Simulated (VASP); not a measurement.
Runs of VASP 6.6.1 on GaN. Symmetry: P6_3/mmc, No. 194, hexagonal system. Conventional cell: a = 3.300 Å, b = 3.300 Å, c = 4.756 Å, α = 90.00°, β = 90.00°, γ = 120.00°. Ga (site symmetry -6m2) has 5 N at 1.91 to 2.38 Å within 2.5 Å. Within 2.5 Å of N (site symmetry -6m2) lie 5 Ga at 1.91 to 2.38 Å. 

| level | k mesh | cutoff (eV) | smearing | grid for exact exchange (PRECFOCK) | share of exact exchange | screening parameter | gap on the mesh (eV) | pressure (GPa) |
| --- | --- | --- | --- | --- | --- | --- | --- | --- |
| PBEsol | 6 × 6 × 4 | 600 | fermi-dirac 0.5 eV | - | - | - | (b) | 0.5 |
| PBEsol | 6 × 6 × 4 | 600 | gaussian 0.01 eV | - | - | - | 1.41 | -0.3 |
| PBEsol+D4 | 6 × 6 × 4 | 600 | gaussian 0.01 eV | - | - | - | 1.41 | -3.4 |
| PBEsol | 6 × 6 × 4 | 600 | methfessel-paxton 0.05 eV | - | - | - | 1.41 | -0.3 |
| PBEsol | 6 × 6 × 4 | 600 | gaussian 0.001 eV | - | - | - | 1.41 | -0.3 |
| PBEsol | 6 × 6 × 4 | 600 | fermi-dirac 0.05 eV | - | - | - | 1.41 | -0.3 |
| PBEsol | 6 × 6 × 4 | 600 | fermi-dirac 0.001 eV | - | - | - | 1.41 | -0.3 |
| PBEsol | 3 × 3 × 3 | 600 | gaussian 0.01 eV | - | - | - | 1.39 | -0.3 |
| HSE06 | 6 × 6 × 2 | 520 | fermi-dirac 0.05 eV | Normal | 0.25 | 0.2079 1/Å | (a) | -0.3 |

Alike in all rows: task single point; potentials or basis VASP PAW PBE potentials, release 64 (Ga_d, N); no spin polarisation; cell as given.

**Question.** Estimate the missing entries.

**Answer.** (a) 2.69; (b) 1.42.

Caveats: some runs use coarse meshes; the PAW data sets were made with another functional, which shifts forces and pressure a little; so wide a smearing shifts energies and pressures (at least some runs); the cell stands under tension (at least some runs).

A k mesh can miss the band edges, and the runs leave out spin-orbit coupling on Ga.
